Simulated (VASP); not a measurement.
# Be3S5 (P1) in VASP: notebook, part 2 of 2

VASP 6.6.1.

### Step 4. Relaxation of cell and atoms, PBE

This run uses another cell than the first one, of 17.16 Å³/atom.

Contents of INCAR:

```
SYSTEM = Be3S5
  PREC = Accurate
  ENCUT = 600
  EDIFF = 1E-7
  ISMEAR = 0
  SIGMA = 0.1
  LREAL = .False.
  LASPH = .True.
  NELM = 100
  ALGO = Normal
  ISIF = 3
  LWAVE = .False.
  LCHARG = .False.
  GGA = PE
  IBRION = 2
  NSW = 80
  EDIFFG = -0.025
```

Contents of KPOINTS:

```
Automatic mesh
0
Gamma
  4 4 2
  0 0 0
```

Contents of POSCAR:

```
Be3S5
1.0
    3.5035121908     -0.0131772565     -0.0138986235
    0.0786264169      3.6728147873     -0.0468211087
    1.7029815738      1.4042063947     10.6422873876
Be S
3 5
Direct
    0.2906841955      0.3196360084      0.3675071388
    0.7053082330      0.7277982290      0.6106377101
    0.9301373736      0.0299007834      1.0057096020
    0.8158485713      0.5194562822      0.1044164068
    0.8921062180      0.2196686261      0.2879112503
    0.2587909223      0.7872696680      0.4917062789
    0.5631149489      0.9762053526      0.9166570746
    0.7940095372      0.1700650503      0.7154545385
```

Potentials or basis: VASP PAW PBE potentials, release 64 (Be, S).

Started as:

```bash
$ cat potpaw_PBE.64/Be/POTCAR potpaw_PBE.64/S/POTCAR > POTCAR
$ mpirun -np 1 vasp_std > vasp.out
```

OUTCAR:

```text
SYSTEM = Be3S5
   PREC = Accurate
   ENCUT = 600
   EDIFF = 1E-7
   ISMEAR = 0
   LREAL = .False.
   LASPH = .True.
   NELM = 100
   ISIF = 3
   GGA = PE
   IBRION = 2
   NSW = 80
   EDIFFG = -0.025

 ion  position               nearest neighbor table
   1  0.291  0.320  0.368-   5 1.82   5 2.19   6 2.23   6 2.30
   2  0.705  0.728  0.611-   8 2.15   6 2.16   6 2.17   8 2.26
   3  0.930  0.030  0.006-   7 1.75   4 2.06   4 2.20   7 2.30
   4  0.816  0.519  0.104-   3 2.06   3 2.20   5 2.21   7 2.73
   5  0.892  0.220  0.288-   1 1.82   1 2.19   4 2.21
   6  0.259  0.787  0.492-   2 2.16   2 2.17   1 2.23   1 2.30
   7  0.563  0.976  0.917-   3 1.75   8 2.25   3 2.30   4 2.73
   8  0.794  0.170  0.715-   2 2.15   7 2.25   2 2.26

  LATTYP: Found a triclinic cell.
 ALAT       =    10.8687728231
 B/A-ratio  =     0.3223514371
 C/A-ratio  =     0.3380284704
 COS(alpha) =     0.0176913337
 COS(beta)  =     0.1200310592
 COS(gamma) =     0.1523131353

  Lattice vectors:

 A1 = (   1.7029815738,   1.4042063947,  10.6422873876)
 A2 = (   3.5035121908,  -0.0131772565,  -0.0138986235)
 A3 = (   0.0786264169,   3.6728147873,  -0.0468211087)

Analysis of symmetry for initial positions (statically):
=====================================================================
 Subroutine PRICEL returns:
 Original cell was already a primitive cell.

 Routine SETGRP: Setting up the symmetry group for a
 triclinic supercell.

 Subroutine GETGRP returns: Found  1 space group operations
 (whereof  1 operations were pure point group operations)
 out of a pool of  2 trial point group operations.

The static configuration has the point symmetry C_1 .

Analysis of symmetry for dynamics (positions and initial velocities):
=====================================================================
 Subroutine PRICEL returns:
 Original cell was already a primitive cell.

 Routine SETGRP: Setting up the symmetry group for a
 triclinic supercell.

 Subroutine GETGRP returns: Found  1 space group operations
[... 149 lines left out ...]
--------------------------------------- Ionic step        1  -------------------------------------------

 number of electron      35.9999998 magnetization

 Free energy of the ion-electron system (eV)
  ---------------------------------------------------
  ext. energy  EPLUGINS =         0.00000000
  ---------------------------------------------------
  free energy    TOTEN  =       -34.67773289 eV

  energy without entropy =      -34.67773289  energy(sigma->0) =      -34.67773289

------------------------ aborting loop because EDIFF is reached ----------------------------------------

  FORCE on cell =-STRESS in cart. coord.  units (eV):
  Direction    XX          YY          ZZ          XY          YZ          ZX
  --------------------------------------------------------------------------------------
  -------------------------------------------------------------------------------------
  Total        8.5299039     -3.1921360     -0.8476853      4.0127488      2.8222211      5.5230576
  in kB       99.5585785    -37.2576903     -9.8939382     46.8356466     32.9401503     64.4635359
  external PRESSURE =      17.4689833 kB  Pullay stress =       0.0000000 kB
[... 29 lines left out ...]
--------------------------------------- Ionic step        2  -------------------------------------------

 number of electron      36.0000000 magnetization

 E-fermi :   4.0814     XC(G=0):  -9.1453

 val. band max:        3.6505695023   @ k =   0.5000   0.0000   0.5000
 cond. band min:       5.4578612899   @ k =   0.5000   0.5000   0.5000
 fundamental gap:      1.8072917875
 Fermi energy:         4.0814276540

 k-point     1 :       0.0000    0.0000    0.0000
  band No.  band energies     occupation
      1     -11.9055      2.00000
      2     -11.0663      2.00000
      3      -9.5654      2.00000
      4      -7.6232      2.00000
      5      -6.9432      2.00000
      6      -2.0053      2.00000
[... 586 lines left out ...]
  FREE ENERGIE OF THE ION-ELECTRON SYSTEM (eV)
  ---------------------------------------------------
  free  energy   TOTEN  =       -35.9713486094 eV

  energy  without entropy=      -35.9713486094  energy(sigma->0) =      -35.97134861

[... ionic steps 4 to 26 ...]

--------------------------------------- Ionic step       27  -------------------------------------------

 number of electron      36.0000000 magnetization

------------------------ aborting loop because EDIFF is reached ----------------------------------------
[... 79 lines left out ...]
--------------------------------------- Ionic step       29  -------------------------------------------

 number of electron      36.0000000 magnetization

 Free energy of the ion-electron system (eV)
  ---------------------------------------------------
  ext. energy  EPLUGINS =         0.00000000
  ---------------------------------------------------
  free energy    TOTEN  =       -36.28102463 eV

  energy without entropy =      -36.28102463  energy(sigma->0) =      -36.28102463

 E-fermi :   4.4612     XC(G=0):  -9.3629

 val. band max:        4.0159668782   @ k =   0.0000   0.0000   0.0000
 cond. band min:       5.2478103445   @ k =   0.5000   0.5000   0.5000
 fundamental gap:      1.2318434663
 Fermi energy:         4.4612122347

 k-point     1 :       0.0000    0.0000    0.0000
  band No.  band energies     occupation
      1     -11.1991      2.00000
      2     -10.7209      2.00000
      3      -9.3819      2.00000
      4      -7.5170      2.00000
      5      -6.8377      2.00000
      6      -1.6969      2.00000
[... 544 lines left out ...]
  FREE ENERGIE OF THE ION-ELECTRON SYSTEM (eV)
  ---------------------------------------------------
  free  energy   TOTEN  =       -36.2810246256 eV

  energy  without entropy=      -36.2810246256  energy(sigma->0) =      -36.28102463

 reached required accuracy - stopping structural energy minimisation
```

Wall time 9.7 min (1 thread of Intel Xeon 6975P-C (Granite Rapids), shared host); peak memory 0.29 GiB.

What came out:

| Item | Value |
| --- | --- |
| Free energy | -36.2810 eV |
| Relaxed volume | 16.71 Å³/atom |
| Relaxed cell | a = 3.541 Å, b = 3.554 Å, c = 10.874 Å, α = 81.78°, β = 80.61°, γ = 88.52° |
| Space group after relaxing (to 0.1 Å) | P1 (No. 1) |
| Energy gained by relaxing | 200.4 meV/atom |
| Ionic steps | 29 |
| Pressure after relaxing | 0.0 GPa |
| Largest force after relaxing | 0.022 eV/Å |
| Band gap on the k mesh | 1.23 eV (least direct gap 1.77 eV) |

Forces in eV/Å, atoms in the order of the input:
```
Be   0.000 -0.014 -0.006
Be   0.018 -0.003 -0.002
Be  -0.001 -0.008  0.011
S   -0.020  0.009 -0.001
S   -0.004  0.017  0.006
S    0.007 -0.004  0.003
S   -0.003 -0.004 -0.007
S    0.004  0.008 -0.004
```

Step by step:
```tsv
step	energy change (eV)	largest force (eV/Å)	pressure (GPa)	volume (Å³)
1	0.0000	5.7859	1.75	137.27
2	-0.8904	1.8645	-1.48	140.56
3	-1.2936	0.7600	-2.66	139.17
4	-1.4411	0.5978	0.16	134.11
5	-1.4531	0.6937	1.36	132.26
6	-1.5324	0.3622	0.84	132.10
7	-1.5339	0.4191	0.78	132.06
8	-1.5733	0.2073	-0.03	133.55
9	-1.5743	0.1918	-0.17	133.82
10	-1.5838	0.1245	0.03	133.74
11	-1.5864	0.1949	0.21	133.66
12	-1.5908	0.1724	-0.11	134.11
13	-1.5909	0.1472	-0.08	134.06
14	-1.5951	0.0910	-0.06	134.13
15	-1.5959	0.1163	-0.04	134.17
16	-1.5982	0.0708	0.02	134.10
17	-1.5987	0.1024	0.07	134.05
18	-1.5997	0.0728	-0.12	134.19
19	-1.5998	0.0668	-0.07	134.16
20	-1.6007	0.0417	-0.02	134.04
21	-1.6009	0.0571	0.03	133.93
22	-1.6017	0.0435	0.03	133.91
23	-1.6020	0.0764	0.03	133.89
24	-1.6024	0.0417	-0.02	133.90
25	-1.6027	0.0430	-0.10	133.92
26	-1.6030	0.0318	-0.04	133.81
27	-1.6031	0.0336	0.03	133.67
28	-1.6031	0.0348	0.04	133.64
29	-1.6033	0.0221	0.03	133.66
```

Final structure:
```cif
data_structure
_symmetry_space_group_name_H-M 'P 1'
_symmetry_Int_Tables_number 1
_cell_length_a 3.5413
_cell_length_b 3.5545
_cell_length_c 10.8741
_cell_angle_alpha 81.779
_cell_angle_beta 80.611
_cell_angle_gamma 88.520
_cell_volume 133.66
loop_
_atom_site_label
_atom_site_type_symbol
_atom_site_fract_x
_atom_site_fract_y
_atom_site_fract_z
_atom_site_occupancy
Be1 Be 0.35227 0.30633 0.38470 1
Be2 Be 0.70798 0.72476 0.61430 1
Be3 Be 0.94187 0.06420 0.99975 1
S1 S 0.81952 0.51006 0.10402 1
S2 S 0.89851 0.24847 0.28280 1
S3 S 0.26763 0.75434 0.49914 1
S4 S 0.50586 0.96970 0.89980 1
S5 S 0.75637 0.17215 0.71548 1
```

Levels at points of the mesh, in eV from the valence-band top:
| k point | band 16 | band 17 | band 18 | band 19 | band 20 | band 21 |
| --- | --- | --- | --- | --- | --- | --- |
| (0.00, 0.00, 0.00) | -0.97 | -0.26 | 0.00 | 1.77 | 2.78 | 3.41 |
| (0.50, 0.00, 0.00) | -0.87 | -0.49 | -0.43 | 2.52 | 2.96 | 4.65 |
| (0.00, 0.50, 0.00) | -1.21 | -0.53 | -0.26 | 1.82 | 3.53 | 4.73 |
| (0.50, 0.50, 0.00) | -2.04 | -1.61 | -1.03 | 1.57 | 1.86 | 3.49 |
| (0.00, 0.00, 0.50) | -0.59 | -0.50 | -0.24 | 2.16 | 2.59 | 2.93 |
| (0.50, 0.00, 0.50) | -1.17 | -0.53 | -0.40 | 2.32 | 3.09 | 4.72 |
| (0.00, 0.50, 0.50) | -0.87 | -0.48 | -0.29 | 2.36 | 3.12 | 4.66 |
| (0.50, 0.50, 0.50) | -2.08 | -1.50 | -1.39 | 1.23 | 2.31 | 3.31 |

Caveat: the k points lie up to 0.45 Å⁻¹ apart in the final cell. A k mesh can miss the band edges.

### Step 5. Overview

| task | cell | k mesh | cutoff (eV) | gap on the mesh (eV) | pressure (GPa) | largest force (eV/Å) |
| --- | --- | --- | --- | --- | --- | --- |
| single point | a = 3.543, b = 3.556, c = 10.882 Å, angles 81.7, 80.6, 88.3°, 8 atoms, atomic positions A | 4 × 4 × 2 | 520 | 1.23 | -0.2 | 0.11 |
| single point | a = 3.554, b = 3.543, c = 10.871 Å, angles 99.4, 98.2, 88.5°, 8 atoms, atomic positions B | 4 × 4 × 4 | 520 | 1.21 | -0.1 | 0.11 |
| relaxation of cell and atoms | relaxed from a = 3.504, b = 3.674, c = 10.869 Å, angles 83.1, 81.2, 89.0°, 8 atoms, atomic positions C | 4 × 4 × 2 | 600 | 1.23 | 0.0 | 0.02 |

Alike in all rows: level PBE; potentials or basis VASP PAW PBE potentials, release 64 (Be, S); no spin polarisation; smearing gaussian 0.1 eV.

Caveats: all runs use coarse meshes.

Total energies depend on the potentials used, so only differences within one code and one set of settings carry meaning.
